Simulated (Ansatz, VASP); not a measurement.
## TaN: VASP beside Ansatz

The input INCAR:

```
PREC     = Accurate       # precision mode
ENCUT    = 520            # plane-wave cutoff, eV
EDIFF    = 1E-6           # SCF threshold, eV
ISMEAR   = -1             # smearing method
SIGMA    = 0.03           # smearing width, eV
LREAL    = False          # projectors in reciprocal space
LASPH    = True           # aspherical terms in the spheres
NELM     = 80             # most SCF steps
ALGO     = Normal         # electronic algorithm
ISIF     = 2              # what is computed and relaxed
LWAVE    = False          # write WAVECAR
LCHARG   = False          # write CHGCAR
GGA      = PE             # functional
NBANDS   = 33             # bands
```

File KPOINTS:

```
regular mesh
0
Gamma
  5 5 8
```

The input POSCAR:

```
TaN
1.0
    5.1849992558     -0.0777749888     -0.0777749888
   -2.6598547440      4.5292285685     -0.0284676217
   -0.0436200000     -0.0436200000      2.9080000000
Ta N
3 3
Direct
    0.0000000000      0.0000000000      0.0000000000
    0.3333333333      0.6666666667      0.5000000000
    0.6666666667      0.3333333333      0.5000000000
    0.5000000000      0.0000000000      0.0000000000
    0.5000000000      0.5000000000      0.0000000000
    0.0000000000      0.5000000000      0.0000000000
```

Input for Ansatz:

```yaml
crystal:
  lattice:
    - [5.1849992558, -0.0777749888, -0.0777749888]
    - [-2.659854744, 4.5292285685, -0.0284676217]
    - [-0.04362, -0.04362, 2.908]
  atoms:
    - { symbol: Ta, position: [0.0, 0.0, 0.0] }
    - { symbol: Ta, position: [0.3333333333, 0.6666666667, 0.5] }
    - { symbol: Ta, position: [0.6666666667, 0.3333333333, 0.5] }
    - { symbol: "N", position: [0.5, 0.0, 0.0] }
    - { symbol: "N", position: [0.5, 0.5, 0.0] }
    - { symbol: "N", position: [0.0, 0.5, 0.0] }
kpoints:
  mp_grid: { grid: [5, 5, 8] }
  band_path:
    path:
      - [0.0, 0.0, 0.0]
      - [0.0, 0.0, 0.5]
      - [-0.5, 0.5, 0.0]
      - [0.0, 0.0, 0.0]
      - [0.0, -0.5, 0.0]
      - [-0.5, 0.0, 0.5]
      - [0.0, 0.0, 0.0]
      - [-0.5, 0.0, 0.0]
      - [0.0, -0.5, 0.5]
    npoints: 5
scf:
  occupations: { method: fermi_dirac, width: 0.03 }
hamiltonian:
  xc: pbe
  pseudopotentials: { kind: all_electron, lapw: { basis_error: 0.0005 } }
output:
  forces: true
  stress: true
  eigenvalues: true
```

Change from the starting cell: equal xy, yz and zx shear strains of -3 %.

Alike in both runs: task single point; functional PBE; k mesh 5 × 5 × 8; occupations fermi-dirac, width 0.03 eV; no spin polarisation.

```csv
,VASP,Ansatz
version,VASP 6.6.1,Ansatz 0.2.0
potentials or method,"VASP PAW PBE potentials, release 64 (Ta_pv, N), cutoff 520 eV","all-electron LAPW, scalar-relativistic"
```

Ansatz gave:

| Property | Result |
| --- | --- |
| pressure (GPa) | 11.3 |
| traceless stress, the component that is largest in VASP (GPa) | 6.46 |
| rms of the force components (eV/Å) | 0.170 |

Question: What did VASP give for the same quantities?

Answer: Pressure (GPa): 12.1; traceless stress, the component that is largest in VASP (GPa): 6.57; rms of the force components (eV/Å): 0.175.

Atom by atom the forces differ by 0.005 eV/Å (rms over components). Ansatz ran all-electron here, and VASP with PAW potentials.

Neither program's run includes spin-orbit coupling.
